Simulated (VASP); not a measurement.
# Pt (P6_3/mmc) in VASP: settings compared

The runs below take Pt through single point, with LDA, PBEsol.

Program: VASP 6.6.1. These are calculated values, not measurements. Logs are shortened: lines on timing, memory, paths and dates and some standing lists are left out, and cuts for length are marked.

### 1 The cell of the first run

Symmetry: P6_3/mmc, No. 194, hexagonal system. The conventional cell has a = 2.704 Å, b = 2.704 Å, c = 4.694 Å, α = 90.00°, β = 90.00°, γ = 120.00°. Pt (site symmetry -6m2) has 12 Pt at 2.70 to 2.82 Å within 3.6 Å.

### 2 Single point, LDA (volume scaled by 0.94)

The input, INCAR:

```
SYSTEM = Pt
PREC = Accurate
ENCUT = 520
EDIFF = 1E-6
ISMEAR = -1
SIGMA = 0.05
LREAL = .FALSE.
LASPH = .TRUE.
NELM = 80
ALGO = Fast
ISIF = 2
LWAVE = .FALSE.
LCHARG = .FALSE.
NBANDS = 17
```

The input, KPOINTS:

```
Automatic mesh
0
G
  11 11 6
  0 0 0
```

The input, POSCAR:

```
Pt
1.0
    2.7043096880      0.0000000000      0.0000000000
   -1.3521548440      2.3420008895      0.0000000000
    0.0000000000      0.0000000000      4.6943078975
Pt
2
Direct
    0.3333333333      0.6666666667      0.2500000000
    0.6666666667      0.3333333333      0.7500000000
```

Potentials or basis: VASP PAW LDA potentials, release 64 (Pt).

The run is started by

```bash
> cat potpaw_LDA.64/Pt/POTCAR > POTCAR
> mpirun -np 1 vasp_std > vasp.out
```

OUTCAR:

```text
SYSTEM = Pt
   PREC = Accurate
   ENCUT = 520
   EDIFF = 1E-6
   ISMEAR = -1
   LREAL = .FALSE.
   LASPH = .TRUE.
   NELM = 80
   ISIF = 2

 ion  position               nearest neighbor table
   1  0.333  0.667  0.250-   2 2.82   2 2.82   2 2.82   2 2.82   2 2.82   2 2.82
   2  0.667  0.333  0.750-   1 2.82   1 2.82   1 2.82   1 2.82   1 2.82   1 2.82

  LATTYP: Found a hexagonal cell.
 ALAT       =     2.7043096880
 C/A-ratio  =     1.7358618054

  Lattice vectors:

 A1 = (   2.7043096880,   0.0000000000,   0.0000000000)
 A2 = (  -1.3521548440,   2.3420008895,   0.0000000000)
 A3 = (   0.0000000000,   0.0000000000,   4.6943078975)

Analysis of symmetry for initial positions (statically):
=====================================================================
 Subroutine PRICEL returns:
 Original cell was already a primitive cell.

 Routine SETGRP: Setting up the symmetry group for a
 hexagonal supercell.

 Subroutine GETGRP returns: Found 24 space group operations
 (whereof 12 operations were pure point group operations)
 out of a pool of 24 trial point group operations.

The static configuration has the point symmetry D_3d.
 The point group associated with its full space group is D_6h.

Analysis of symmetry for dynamics (positions and initial velocities):
=====================================================================
 Subroutine PRICEL returns:
 Original cell was already a primitive cell.

 Routine SETGRP: Setting up the symmetry group for a
 hexagonal supercell.

 Subroutine GETGRP returns: Found 24 space group operations
 (whereof 12 operations were pure point group operations)
 out of a pool of 24 trial point group operations.

The dynamic configuration has the point symmetry D_3d.
 The point group associated with its full space group is D_6h.

 Subroutine INISYM returns: Found 24 space group operations
 (whereof 12 operations are pure point group operations),
 and found     1 'primitive' translations

----------------------------------------------------------------------------------------

                                     Primitive cell

  volume of cell :      29.7314

  direct lattice vectors                    reciprocal lattice vectors
     2.704309688  0.000000000  0.000000000     0.369780134  0.213492660  0.000000000
    -1.352154844  2.342000889  0.000000000     0.000000000  0.426985320  0.000000000
     0.000000000  0.000000000  4.694307897     0.000000000  0.000000000  0.213023948

  length of vectors
     2.704309688  2.704309688  4.694307897     0.426985320  0.426985320  0.213023948

  position of ions in fractional coordinates (direct lattice)
     0.333333333  0.666666667  0.250000000
     0.666666667  0.333333333  0.750000000

  ion indices of the primitive-cell ions
   primitive index   ion index
                 1           1
                 2           2

----------------------------------------------------------------------------------------

 KPOINTS: Automatic mesh

Automatic generation of k-mesh.
 Grid dimensions read from file:
 generate k-points for:   11   11    6

 Generating k-lattice:

  Cartesian coordinates                     Fractional coordinates (reciprocal lattice)
     0.033616376  0.019408424  0.000000000     0.090909091  0.000000000  0.000000000
     0.000000000  0.038816847  0.000000000     0.000000000  0.090909091  0.000000000
     0.000000000  0.000000000  0.035503991     0.000000000  0.000000000  0.166666667

  Length of vectors
     0.038816847  0.038816847  0.035503991

  Shift w.r.t. Gamma in fractional coordinates (k-lattice)
     0.000000000  0.000000000  0.000000000

 Subroutine IBZKPT returns following result:
 ===========================================

 Found     64 irreducible k-points:

 Following reciprocal coordinates:
            Coordinates               Weight
  0.000000  0.000000  0.000000      1.000000
  0.090909  0.000000  0.000000      6.000000
  0.181818  0.000000  0.000000      6.000000
  0.272727  0.000000  0.000000      6.000000
  0.363636  0.000000  0.000000      6.000000
  0.454545  0.000000  0.000000      6.000000
[... 16 lines left out ...]
  0.090909  0.090909  0.166667     12.000000
  0.181818  0.090909  0.166667     24.000000
 [... further k-points ...]
   k-points           NKPTS =     64   k-points in BZ     NKDIM =     64   number of bands    NBANDS=     17
   number of dos      NEDOS =    301   number of ions     NIONS =      2
   total plane-waves  NPLWV =  14400
   dimension x,y,z NGX =    20 NGY =   20 NGZ =   36
   dimension x,y,z NGXF=    40 NGYF=   40 NGZF=   72
   ions per type =               2
   NGX,Y,Z   is equivalent  to a cutoff of  12.29, 12.29, 12.75 a.u.
   NGXF,Y,Z  is equivalent  to a cutoff of  24.59, 24.59, 25.50 a.u.
 SYSTEM =  Pt
   PREC   = accura    normal or accurate (medium, high low for compatibility)
   ISTART =      0    job   : 0-new  1-cont  2-samecut
   ICHARG =      2    charge: 1-file 2-atom 10-const
   ISPIN  =      1    spin polarized calculation?
   LNONCOLLINEAR =      F non collinear calculations
   LSORBIT =      F    spin-orbit coupling
   LASPH  =      T    aspherical Exc in radial PAW
   ENCUT  =  520.0 eV  38.22 Ry    6.18 a.u.   5.03  5.03  8.73*2*pi/ulx,y,z
   NELM   =     80;   NELMIN=  2; NELMDL= -5     # of ELM steps
   EDIFF  = 0.1E-05   stopping-criterion for ELM
   LREAL  =      F    real-space projection
   EDIFFG = 0.1E-04   stopping-criterion for IOM
   NSW    =      0    number of steps for IOM
   IBRION =     -1    ionic relax: 0-MD 1-quasi-New 2-CG
   NFREE  =      0    steps in history (QN), initial steepest desc. (CG)
   ISIF   =      2    stress and relaxation
   ISYM   =      2    0-nonsym 1-usesym 2-fastsym
   POTIM  = 0.5000    time-step for ionic-motion
   TEBEG  =    0.0;   TEEND  =   0.0 temperature during run
   PSTRESS=    0.0 pullay stress
   NELECT =      20.0000    total number of electrons
   NUPDOWN=      -1.0000    fix difference up-down
   EMIN   =  10.00;   EMAX   =-10.00  energy-range for DOS
   EFERMI =   0.00;   METHOD = LEGACY
   ISMEAR =    -1;   SIGMA  =   0.05  broadening in eV -4-tet -1-fermi 0-gaus
   EFERMI_NEDOS =   21; number of points for ismear=-14 and -15
   IALGO  =     68    algorithm
   IMIX   =      4    mixing-type and parameters
     AMIX     =   0.40;   BMIX     =  1.00
     AMIX_MAG =   1.60;   BMIX_MAG =  1.00
  volume/ion in A,a.u.               =      14.87       100.32
  Fermi-wavevector in a.u.,A,eV,Ry     =   1.434431  2.710682 27.995262  2.057594
  Thomas-Fermi vector in A             =   2.553841
   LORBIT       =      0    0 simple, 1 ext, 2 COOP (PROOUT), +10 PAW based schemes
   GGA     = CA    functional components
   LHFCALC =     F    Hartree Fock is set to
   AEXX    =    0.0000 exact exchange contribution
   IVDW    =     0    specifies the selected vdW correction
   LEPSILON=     F    determine dielectric tensor
   LRPA    =     F    only Hartree local field effects (RPA)
 non-spin polarized calculation
 RMM-DIIS sequential band-by-band and
  energy-cutoff  :      520.00
  volume of cell :       29.73
 maximum number of plane-waves:       823
 NGX is ok and might be reduce to    20
   NGX =  9   NGY =  9   NGZ = 17

 number of electron      20.0000002 magnetization

 Free energy of the ion-electron system (eV)
  ---------------------------------------------------
  ext. energy  EPLUGINS =         0.00000000
  ---------------------------------------------------
  free energy    TOTEN  =       -14.88174160 eV

  energy without entropy =      -14.84801474  energy(sigma->0) =      -14.86487817

 E-fermi :  11.3930     XC(G=0): -13.7659

 val. band max:       11.3926025119   @ k =   0.2727   0.2727   0.5000
 cond. band min:      11.3942030081   @ k =   0.2727   0.0909   0.1667
 fundamental gap:      0.0016004962
 Fermi energy:        11.3929651047

 k-point     1 :       0.0000    0.0000    0.0000
  band No.  band energies     occupation
      1       1.0097      2.00000
      2       3.6950      2.00000
      3       7.0182      2.00000
      4       7.6077      2.00000
      5       7.6077      2.00000
      6       8.0147      2.00000
[... 9 lines left out ...]
     16      28.6509      0.00000
     17      33.0353      0.00000

 k-point     2 :       0.0909    0.0000    0.0000
  band No.  band energies     occupation
      1       1.3260      2.00000
      2       3.9862      2.00000
      3       6.9761      2.00000
      4       7.5997      2.00000
      5       7.8581      2.00000
      6       7.8656      2.00000
[... 9 lines left out ...]
     16      29.0916      0.00000
     17      31.5863      0.00000

 k-point     3 :       0.1818    0.0000    0.0000
  band No.  band energies     occupation
      1       2.2015      2.00000
      2       4.6769      2.00000
      3       6.7393      2.00000
      4       7.3748      2.00000
      5       7.4849      2.00000
      6       8.1276      2.00000
[... 9 lines left out ...]
     16      29.4247      0.00000
     17      29.4832      0.00000

 k-point     4 :       0.2727    0.0000    0.0000
  band No.  band energies     occupation
      1       3.3515      2.00000
      2       4.9721      2.00000
      3       6.3574      2.00000
      4       6.9534      2.00000
      5       7.2010      2.00000
      6       8.3728      2.00000
[... 9 lines left out ...]
     16      27.1476      0.00000
     17      30.0619      0.00000
[... 343 lines left out ...]
      1       4.2033      2.00000
      2       4.4358      2.00000
      3       5.5336      2.00000
      4       6.6502      2.00000
      5       8.1408      2.00000
      6       8.2564      2.00000
[... 9 lines left out ...]
     16      24.3246      0.00000
     17      25.3200      0.00000

 k-point    23 :       0.0909    0.0909    0.1667
  band No.  band energies     occupation
      1       2.1607      2.00000
      2       4.5070      2.00000
      3       6.8047      2.00000
      4       7.2010      2.00000
      5       7.4391      2.00000
      6       7.9883      2.00000
[... 9 lines left out ...]
     16      28.5816      0.00000
     17      29.1085      0.00000

 k-point    24 :       0.1818    0.0909    0.1667
  band No.  band energies     occupation
      1       3.1757      2.00000
      2       5.2284      2.00000
      3       6.4333      2.00000
      4       6.5899      2.00000
      5       7.2135      2.00000
      6       7.8387      2.00000
[... 9 lines left out ...]
     16      28.0945      0.00000
     17      29.0967      0.00000

 [... further k-points ...]
[... 5 lines left out ...]
  --------------------------------------------------------------------------------------
  -------------------------------------------------------------------------------------
  Total        0.4043226      0.4043226     -0.2645615      0.0000000     -0.0000000      0.0000000
  in kB       21.7883115     21.7883115    -14.2568012      0.0000000     -0.0000000      0.0000000
  external PRESSURE =       9.7732739 kB  Pullay stress =       0.0000000 kB

 VOLUME and BASIS-vectors are now :
 -----------------------------------------------------------------------------
  energy-cutoff  :      520.00
  volume of cell :       29.73
      direct lattice vectors                 reciprocal lattice vectors
     2.704309688  0.000000000  0.000000000     0.369780134  0.213492660  0.000000000
    -1.352154844  2.342000889  0.000000000     0.000000000  0.426985320  0.000000000
     0.000000000  0.000000000  4.694307897     0.000000000  0.000000000  0.213023948

 POSITION                                       TOTAL-FORCE (eV/Angst)
 -----------------------------------------------------------------------------------
     -0.00000      1.56133      1.17358         0.000000      0.000000      0.000000
      1.35215      0.78067      3.52073        -0.000000     -0.000000      0.000000
 -----------------------------------------------------------------------------------
    total drift:                                0.000000     -0.000000      0.000000

  FREE ENERGIE OF THE ION-ELECTRON SYSTEM (eV)
  ---------------------------------------------------
  free  energy   TOTEN  =       -14.8817415950 eV

  energy  without entropy=      -14.8480147363  energy(sigma->0) =      -14.86487817
```

It took 15 s on 1 thread of Intel Xeon Platinum 8488C (Sapphire Rapids), shared host; peak memory 0.14 GiB.

Results:

```yaml
Free_energy: -14.8817 eV
Pressure: 1.0 GPa
Band_gap_on_the_k_mesh: zero (band 10 reaches 11.85 eV, above the bottom of band 11 at 10.53 eV)
```

Stress tensor (GPa, compression positive):
```
 2.18  0.00  0.00
 0.00  2.18  0.00
 0.00  0.00 -1.43
```

Levels at points of the mesh, in eV from the Fermi level:
```csv
k point,band 7,band 8,band 9,band 10,band 11,band 12,band 13,band 14
"(0.00, 0.00, 0.00)",-3.38,-1.98,-1.98,-1.00,-0.23,-0.23,5.07,15.00
"(0.00, 0.00, 0.50)",-3.78,-3.78,-0.86,-0.86,-0.86,-0.86,12.33,12.33
```

Caveat: spin-orbit coupling is left out, which moves the levels of the heavy elements.

### 3 Single point, LDA (volume scaled by 0.96)

The input, INCAR:

```
SYSTEM = Pt
ALGO = Fast
EDIFF = 1E-6
ENCUT = 520
GGA = CA
ISIF = 2
ISMEAR = -1
LASPH = .TRUE.
LCHARG = .FALSE.
LREAL = .FALSE.
LWAVE = .FALSE.
NBANDS = 17
NELM = 80
PREC = Accurate
SIGMA = 0.05
```

The input, KPOINTS:

```
k-points
0
G
  11 11 6
  0 0 0
```

The input, POSCAR:

```
Pt
1.0
    2.7233547499      0.0000000000      0.0000000000
   -1.3616773750      2.3584943969      0.0000000000
    0.0000000000      0.0000000000      4.7273674930
Pt
2
Direct
    0.3333333333      0.6666666667      0.2500000000
    0.6666666667      0.3333333333      0.7500000000
```

Potentials or basis: VASP PAW LDA potentials, release 64 (Pt).

The run is started by

```bash
> cat potpaw_LDA.64/Pt/POTCAR > POTCAR
> mpirun -np 1 vasp_std > vasp.out
```

OUTCAR:

```text
SYSTEM = Pt
   EDIFF = 1E-6
   ENCUT = 520
   GGA = CA
   ISIF = 2
   ISMEAR = -1
   LASPH = .TRUE.
   LREAL = .FALSE.
   NELM = 80
   PREC = Accurate

 ion  position               nearest neighbor table
   1  0.333  0.667  0.250-   2 2.84   2 2.84   2 2.84   2 2.84   2 2.84   2 2.84
   2  0.667  0.333  0.750-   1 2.84   1 2.84   1 2.84   1 2.84   1 2.84   1 2.84

  LATTYP: Found a hexagonal cell.
 ALAT       =     2.7233547499
 C/A-ratio  =     1.7358618054

  Lattice vectors:

 A1 = (   2.7233547499,   0.0000000000,   0.0000000000)
 A2 = (  -1.3616773750,   2.3584943969,   0.0000000000)
 A3 = (   0.0000000000,   0.0000000000,   4.7273674930)

Analysis of symmetry for initial positions (statically):
=====================================================================
 Subroutine PRICEL returns:
 Original cell was already a primitive cell.

 Routine SETGRP: Setting up the symmetry group for a
 hexagonal supercell.

 Subroutine GETGRP returns: Found 24 space group operations
 (whereof 12 operations were pure point group operations)
 out of a pool of 24 trial point group operations.

The static configuration has the point symmetry D_3d.
[... 157 lines left out ...]
  ext. energy  EPLUGINS =         0.00000000
  ---------------------------------------------------
  free energy    TOTEN  =       -14.87382668 eV

  energy without entropy =      -14.83909609  energy(sigma->0) =      -14.85646138

 E-fermi :  10.9810     XC(G=0): -13.6436

 val. band max:       10.9805766158   @ k =   0.2727   0.2727   0.5000
 cond. band min:      10.9814991032   @ k =   0.2727   0.0909   0.1667
 fundamental gap:      0.0009224874
 Fermi energy:        10.9810446848

 k-point     1 :       0.0000    0.0000    0.0000
  band No.  band energies     occupation
      1       0.8339      2.00000
      2       3.5029      2.00000
      3       6.7539      2.00000
      4       7.3230      2.00000
      5       7.3230      2.00000
      6       7.7151      2.00000
[... 457 lines left out ...]
      4       6.3386      2.00000
      5       6.9450      2.00000
      6       7.5497      2.00000
[... 9 lines left out ...]
     16      27.6198      0.00000
     17      28.5940      0.00000

 [... further k-points ...]
[... 5 lines left out ...]
  --------------------------------------------------------------------------------------
  -------------------------------------------------------------------------------------
  Total       -0.8068027     -0.8068027     -1.2853254      0.0000000      0.0000000      0.0000000
  in kB      -42.5715548    -42.5715548    -67.8211655      0.0000000      0.0000000      0.0000000
  external PRESSURE =     -50.9880917 kB  Pullay stress =       0.0000000 kB

 VOLUME and BASIS-vectors are now :
 -----------------------------------------------------------------------------
  energy-cutoff  :      520.00
  volume of cell :       30.36
      direct lattice vectors                 reciprocal lattice vectors
     2.723354750  0.000000000  0.000000000     0.367194175  0.211999656  0.000000000
    -1.361677375  2.358494397  0.000000000     0.000000000  0.423999311  0.000000000
     0.000000000  0.000000000  4.727367493     0.000000000  0.000000000  0.211534221

 POSITION                                       TOTAL-FORCE (eV/Angst)
 -----------------------------------------------------------------------------------
     -0.00000      1.57233      1.18184         0.000000     -0.000000      0.000000
      1.36168      0.78616      3.54553        -0.000000      0.000000      0.000000
 -----------------------------------------------------------------------------------
    total drift:                                0.000000     -0.000000      0.000000

  FREE ENERGIE OF THE ION-ELECTRON SYSTEM (eV)
  ---------------------------------------------------
  free  energy   TOTEN  =       -14.8738266752 eV

  energy  without entropy=      -14.8390960865  energy(sigma->0) =      -14.85646138
```

It took 15 s on 1 thread of Intel Xeon Platinum 8488C (Sapphire Rapids), shared host; peak memory 0.14 GiB.

What came out:

```yaml
Free_energy: -14.8738 eV
Pressure: -5.1 GPa
Band_gap_on_the_k_mesh: zero (band 10 reaches 11.42 eV, above the bottom of band 11 at 10.15 eV)
```

Stress tensor (GPa, compression positive):
```
-4.26  0.00  0.00
 0.00 -4.26  0.00
 0.00  0.00 -6.78
```

Caveat: spin-orbit coupling is left out, which moves the levels of the heavy elements.

### 4 Single point, LDA (volume scaled by 0.98)

The input, INCAR:

```
SYSTEM = Pt
PREC     = Accurate       ! precision mode
ENCUT    = 520            ! plane-wave cutoff, eV
EDIFF    = 1E-6           ! SCF threshold, eV
ISMEAR   = -1             ! smearing method
SIGMA    = 0.05           ! smearing width, eV
LREAL    = .False.        ! projectors in reciprocal space
LASPH    = .True.         ! aspherical terms in the spheres
NELM     = 60             ! most SCF steps
ALGO     = Fast           ! electronic algorithm
ISIF     = 2              ! what is computed and relaxed
LWAVE    = .False.        ! write WAVECAR
LCHARG   = .True.         ! write CHGCAR
GGA      = CA             ! functional
LELF     = .True.         ! ELF
LVHAR    = .True.       
NBANDS   = 17             ! bands
```

The input, KPOINTS:

```
regular mesh
0
Gamma
  11 11 6
  0 0 0
```

The input, POSCAR:

```
Pt
1.0
    2.7421371004      0.0000000000      0.0000000000
   -1.3710685502      2.3747603895      0.0000000000
    0.0000000000      0.0000000000      4.7599710578
Pt
2
Direct
    0.3333333333      0.6666666667      0.2500000000
    0.6666666667      0.3333333333      0.7500000000
```

The run is started by

```bash
> cat potpaw_LDA.64/Pt/POTCAR > POTCAR
> mpirun -np 1 vasp_std > vasp.out
```

Wall time 15 s (1 thread of Intel Xeon Platinum 8488C (Sapphire Rapids), shared host); peak memory 0.14 GiB.

It converged, with:

```yaml
Free_energy: -14.8435 eV
Pressure: -10.4 GPa
Band_gap_on_the_k_mesh: zero (band 10 reaches 11.00 eV, above the bottom of band 11 at 9.78 eV)
```

Stress tensor (GPa, compression positive):
```
 -9.88   0.00   0.00
  0.00  -9.88   0.00
  0.00   0.00 -11.45
```

Levels at points of the mesh, in eV from the Fermi level:
```
           k point  band 7  band 8  band 9  band 10  band 11  band 12  band 13  band 14
(0.00, 0.00, 0.00)   -3.16   -1.85   -1.85    -0.81    -0.21    -0.21     4.78    15.09
(0.00, 0.00, 0.50)   -3.53   -3.53   -0.80    -0.80    -0.80    -0.80    12.04    12.04
```

Caveat: spin-orbit coupling is left out, which moves the levels of the heavy elements.

[end of part 1 of 2]
